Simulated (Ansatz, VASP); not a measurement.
## In2O: VASP beside Ansatz

```
In O
1.0
     4.31210    0.00000    0.00000
     0.00000    4.31210    0.00000
     0.00000    0.00000    3.24933
In O
2 1
Cartesian
  0.0000 2.1561 0.0000
  2.1561 0.0000 0.0000
  2.1561 2.1561 1.6247
```

Change from the starting cell: ordered vacancies on the anion sites of caesium chloride (P4/mmm, No. 123).

Alike in both runs: task single point; functional PBE; k mesh 4 × 4 × 6; occupations gaussian, width 0.1 eV; collinear spin.

```csv
,VASP,Ansatz
version,VASP 6.6.1,Ansatz 0.2.0
potentials or method,"VASP PAW PBE potentials, release 64 (In_d, O), cutoff 600 eV","scalar-relativistic, plane waves, PAW"
valence electrons in the cell,32,32
```

|  | VASP | Ansatz | Ansatz less VASP |
| --- | --- | --- | --- |
| gap on the k mesh at the Fermi level (eV) | none | none | - |
| pressure (GPa) | 0.1 | 0.2 | +0.05 |
| traceless stress, the component that is largest in VASP (GPa) | 0.16 | 0.16 | -0.003 |
| net moment per atom (μB) | 0.00 | 0.00 | 0.000 |

A gap of «none» marks a metal or a gap that the smearing closes. Ansatz's warnings: seeded moment not kept.

The k mesh is coarse, so the values compare programs but aren't converged.
